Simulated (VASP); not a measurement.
Crystal: Mg3CdSe4.

```
Mg Cd Se
1.0
    -2.96500    2.96500    5.93000
     2.96500   -2.96500    5.93000
     2.96500    2.96500   -5.93000
Mg Cd Se
3 1 4
Direct
  0.75000 0.25000 0.50000
  0.25000 0.75000 0.50000
  0.50000 0.50000 0.00000
  0.00000 0.00000 0.00000
  0.12500 0.12500 0.50000
  0.62500 0.62500 0.50000
  0.87500 0.37500 0.00000
  0.37500 0.87500 0.00000
```

| Item | Value |
| --- | --- |
| Program | VASP 6.6.1 |
| Task | relaxation of cell and atoms |
| Functional | PBE |
| Potentials or basis | VASP PAW PBE potentials, release 64 (Mg, Cd, Se) |
| Cutoff | 600 eV |
| k mesh | 3 × 3 × 3 |
| Occupations | gaussian, width 0.15 eV |
| Spin | no spin polarisation |

At the start: pressure 3.2 GPa; volume 26.07 Å³/atom.

Q: How do energy, volume and symmetry change on relaxing?

A: Over 5 steps the energy falls by 24.7 meV/atom and the volume is 27.53 Å³/atom (+5.6 %); space group I-42m (No. 121, to 0.1 Å) before and after.

The path:
```csv
step,energy change (eV),largest force (eV/Å),pressure (GPa),volume (Å³)
1,0.0000,0.6700,3.22,208.53
2,-0.1717,0.2477,-0.69,224.72
3,-0.1737,0.2834,-0.35,222.98
4,-0.1892,0.1743,-0.17,221.88
5,-0.1979,0.0224,0.11,220.23
```

Final structure:
```
Mg Cd Se
1.0
    -3.01966    3.01966    6.03821
     3.01966   -3.01966    6.03821
     3.01966    3.01966   -6.03821
Mg Cd Se
3 1 4
Direct
  0.75000 0.25000 0.50000
  0.25000 0.75000 0.50000
  0.50000 0.50000 0.00000
  0.00000 0.00000 0.00000
  0.12830 0.12830 0.51287
  0.61543 0.61543 0.48713
  0.87170 0.38457 0.00000
  0.38457 0.87170 0.00000
```
